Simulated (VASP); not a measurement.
# Pb (P6_3/mmc) in VASP: further runs, part 2 of 2

VASP 6.6.1.

### Step 3. Relaxation of cell and atoms, LDA, target pressure 10 GPa, at which the enthalpy is minimised

Contents of INCAR:

```
SYSTEM = Pb
PREC     = Accurate       ! precision mode
ENCUT    = 600            ! plane-wave cutoff, eV
EDIFF    = 1E-7           ! SCF threshold, eV
ISMEAR   = -1             ! smearing method
SIGMA    = 0.08           ! smearing width, eV
LREAL    = .False.        ! projectors in reciprocal space
LASPH    = .True.         ! aspherical terms in the spheres
NELM     = 80             ! most SCF steps
ALGO     = Normal         ! electronic algorithm
ISIF     = 3              ! what is computed and relaxed
LWAVE    = .False.        ! write WAVECAR
LCHARG   = .False.        ! write CHGCAR
IBRION   = 2              ! ionic algorithm
NSW      = 100            ! ionic steps
EDIFFG   = -0.002         ! ionic threshold
PSTRESS  = 100.0
```

Contents of KPOINTS:

```
Automatic mesh
0
Gamma
  16 16 10
  0 0 0
```

Contents of POSCAR:

```
Pb
1.0
    3.4190659614      0.0000000000      0.0000000000
   -1.7095329807      2.9609979798      0.0000000000
    0.0000000000      0.0000000000      5.7111877102
Pb
2
Direct
    0.3333333333      0.6666666667      0.2500000000
    0.6666666667      0.3333333333      0.7500000000
```

Potentials or basis: VASP PAW LDA potentials, release 64 (Pb_d).

Launch:

```bash
$ cat potpaw_LDA.64/Pb_d/POTCAR > POTCAR
$ mpirun -np 1 vasp_std > vasp.out
```

OUTCAR:

```text
SYSTEM = Pb
   PREC = Accurate
   ENCUT = 600
   EDIFF = 1E-7
   ISMEAR = -1
   LREAL = .False.
   LASPH = .True.
   NELM = 80
   ISIF = 3
   IBRION = 2
   NSW = 100
   EDIFFG = -0.002
   PSTRESS = 100.0

 ion  position               nearest neighbor table
   1  0.333  0.667  0.250-   2 3.47   2 3.47   2 3.47   2 3.47   2 3.47   2 3.47
   2  0.667  0.333  0.750-   1 3.47   1 3.47   1 3.47   1 3.47   1 3.47   1 3.47

  LATTYP: Found a hexagonal cell.
 ALAT       =     3.4190659614
 C/A-ratio  =     1.6703941295

  Lattice vectors:

 A1 = (   3.4190659614,   0.0000000000,   0.0000000000)
 A2 = (  -1.7095329807,   2.9609979798,   0.0000000000)
 A3 = (   0.0000000000,   0.0000000000,   5.7111877102)

Analysis of symmetry for initial positions (statically):
=====================================================================
 Subroutine PRICEL returns:
 Original cell was already a primitive cell.

[... 794 lines left out ...]

  enthalpy is  TOTEN    =        -5.1416371824 eV   P V=        3.1655684942

[... ionic steps 4 to 7 ...]

--------------------------------------- Ionic step        8  -------------------------------------------

 number of electron      28.0000005 magnetization

------------------------ aborting loop because EDIFF is reached ----------------------------------------
[... 71 lines left out ...]
--------------------------------------- Ionic step       10  -------------------------------------------

 number of electron      28.0000005 magnetization

 Free energy of the ion-electron system (eV)
  ---------------------------------------------------
  ext. energy  EPLUGINS =         0.00000000
  ---------------------------------------------------
  free energy    TOTEN  =        -8.29591501 eV

  energy without entropy =       -8.27870939  energy(sigma->0) =       -8.28731220

 E-fermi :   9.2477     XC(G=0): -11.3590

 val. band max:        9.2040715933   @ k =   0.3750   0.0000   0.1000
 cond. band min:       9.2608543678   @ k =   0.2500  -0.0000   0.0000
 fundamental gap:      0.0567827745
 Fermi energy:         9.2476617931

 k-point     1 :       0.0000    0.0000    0.0000
  band No.  band energies     occupation
      1      -8.0679      2.00000
      2      -7.9828      2.00000
      3      -7.9392      2.00000
      4      -7.9392      2.00000
      5      -7.9030      2.00000
      6      -7.9030      2.00000
[... 528 lines left out ...]
  energy  without entropy=       -8.2787093940  energy(sigma->0) =       -8.28731220

  enthalpy is  TOTEN    =        -5.1418530790 eV   P V=        3.1540619342

 reached required accuracy - stopping structural energy minimisation
```

OSZICAR:

```text
N       E                     dE             d eps       ncg     rms          rms(c)
DAV:   1     0.292360848517E+03    0.29236E+03   -0.15912E+04  6480   0.213E+03
[... 79 lines left out ...]
   9 F= -.51418527E+01 E0= -.51332769E+01  d E =-.848618E-05
       N       E                     dE             d eps       ncg     rms          rms(c)
DAV:   1    -0.829595229192E+01    0.26359E-03   -0.14742E-03  8814   0.385E-01    0.268E-02
DAV:   2    -0.829592636320E+01    0.25929E-04   -0.40381E-05  8178   0.116E-01    0.156E-02
DAV:   3    -0.829591464359E+01    0.11720E-04   -0.27871E-05  8756   0.834E-02    0.220E-03
DAV:   4    -0.829591501712E+01   -0.37353E-06   -0.52189E-06  6990   0.342E-02    0.809E-04
DAV:   5    -0.829591501326E+01    0.38681E-08   -0.93700E-08  3448   0.520E-03
  10 F= -.51418531E+01 E0= -.51332503E+01  d E =-.886621E-05
```

It took 8.4 min on 1 thread of Intel Xeon 6975P-C (Granite Rapids), shared host; peak memory 0.33 GiB.

What came out:

```yaml
Free_energy: -8.2959 eV
Relaxed_volume: 25.27 Å³/atom
Relaxed_cell: a = 3.271 Å, b = 3.271 Å, c = 5.455 Å, α = 90.00°, β = 90.00°, γ = 120.00°
Space_group_after_relaxing_to_0.05_Å: P6_3/mmc (No. 194)
Energy_change_on_relaxing_the_enthalpy_is_what_falls: +101.4 meV/atom
Ionic_steps: 10
Pressure_after_relaxing: 10.0 GPa
Band_gap_on_the_k_mesh: zero (band 14 reaches 16.19 eV, above the bottom of band 15 at 7.17 eV)
```

The path:
```tsv
step	energy change (eV)	largest force (eV/Å)	pressure (GPa)	volume (Å³)
1	0.0000	0.0000	0.12	57.82
2	0.9145	0.0000	27.73	44.15
3	0.1915	0.0000	9.67	50.72
4	0.2004	0.0000	9.93	50.57
5	0.2091	0.0000	10.20	50.43
6	0.1960	0.0000	9.79	50.64
7	0.2019	0.0000	9.98	50.55
8	0.2021	0.0000	9.98	50.55
9	0.2025	0.0000	9.99	50.54
10	0.2028	0.0000	10.00	50.53
```

Final structure:
```xyz
2
Lattice="3.2706 0.0000 0.0000 -1.6353 2.8324 0.0000 0.0000 0.0000 5.4550" Properties=species:S:1:pos:R:3 pbc="T T T"
Pb    0.0000    1.8883    1.3637
Pb    1.6353    0.9441    4.0912
```

Caveat: the cell is relaxed towards a set pressure, so the enthalpy falls and the energy may rise; spin-orbit coupling is left out, which moves the levels of the heavy elements.

### Step 4. Relaxation of cell and atoms, LDA, target pressure 1 GPa, at which the enthalpy is minimised

Contents of INCAR:

```
  PREC = Accurate
  ENCUT = 600
  EDIFF = 1E-6
  ISMEAR = -1
  SIGMA = 0.08
  LREAL = False
  LASPH = True
  NELM = 60
  ALGO = Normal
  ISIF = 3
  LWAVE = False
  LCHARG = False
  IBRION = 2
  NSW = 100
  EDIFFG = -0.002
  PSTRESS = 10.0
```

Contents of KPOINTS:

```
Automatic mesh
0
Gamma
  16 16 10
```

POSCAR is that of step 3.

Launch:

```bash
$ cat potpaw_LDA.64/Pb_d/POTCAR > POTCAR
$ mpirun -np 1 vasp_std > vasp.out
```

Run time: 2.3 min. Hardware: 1 thread of Intel Xeon 6975P-C (Granite Rapids), shared host; peak memory 0.31 GiB.

Results (log left out):

```
Free energy                                            : -8.4956 eV
Relaxed volume                                         : 28.46 Å³/atom
Relaxed cell                                           : a = 3.401 Å, b = 3.401 Å, c = 5.682 Å, α = 90.00°, β = 90.00°, γ = 120.00°
Space group after relaxing (to 0.05 Å)                 : P6_3/mmc (No. 194)
Energy change on relaxing (the enthalpy is what falls) : +1.5 meV/atom
Ionic steps                                            : 4
Pressure after relaxing                                : 1.0 GPa
Band gap on the k mesh                                 : zero (band 14 reaches 13.93 eV, above the bottom of band 15 at 5.94 eV)
```

Step by step:
| step | energy change (eV) | largest force (eV/Å) | pressure (GPa) | volume (Å³) |
| --- | --- | --- | --- | --- |
| 1 | 0.0000 | 0.0000 | 0.14 | 57.82 |
| 2 | 0.0060 | 0.0000 | 1.40 | 56.53 |
| 3 | 0.0032 | 0.0000 | 1.02 | 56.90 |
| 4 | 0.0031 | 0.0000 | 1.00 | 56.92 |

Final structure:
```
Pb
1.0
     3.40105    0.00000    0.00000
    -1.70052    2.94539    0.00000
     0.00000    0.00000    5.68237
Pb
2
Direct
  0.33333 0.66667 0.25000
  0.66667 0.33333 0.75000
```

Levels at points of the mesh, in eV from the Fermi level:
```
           k point  band 10  band 11  band 12  band 13  band 14  band 15  band 16  band 17  band 18
(0.00, 0.00, 0.00)   -16.72   -12.18    -8.39    -4.53     6.18     6.18     7.56     8.03     8.03
(0.50, 0.00, 0.00)   -16.67    -8.32    -7.11    -3.10    -1.74    -0.53     1.81     2.31     5.89
(0.00, 0.00, 0.50)   -16.79   -10.94   -10.94     0.60     0.60     7.05     7.05     7.05     7.05
(0.50, 0.00, 0.50)   -16.68    -7.49    -7.49    -3.93    -3.93     3.60     3.60     3.71     3.71
```

Caveat: the cell is relaxed towards a set pressure, so the enthalpy falls and the energy may rise; spin-orbit coupling is left out, which moves the levels of the heavy elements.

### Step 5. The runs side by side

| cell | gap on the mesh (eV) | pressure (GPa) |
| --- | --- | --- |
| relaxed to 4 GPa | none | 4.0 |
| relaxed to 10 GPa | none | 10.0 |
| relaxed to 1 GPa | none | 1.0 |

Alike in all rows: task relaxation of cell and atoms; level LDA; potentials or basis VASP PAW LDA potentials, release 64 (Pb_d); no spin polarisation; k mesh 16 × 16 × 10; cutoff (eV) 600; smearing fermi-dirac 0.08 eV.

Caveats: the cell is relaxed towards a set pressure, so the enthalpy falls and the energy may rise; spin-orbit coupling is left out, which moves the levels of the heavy elements.

Total energies depend on the potentials used, so only differences within one code and one set of settings carry meaning.
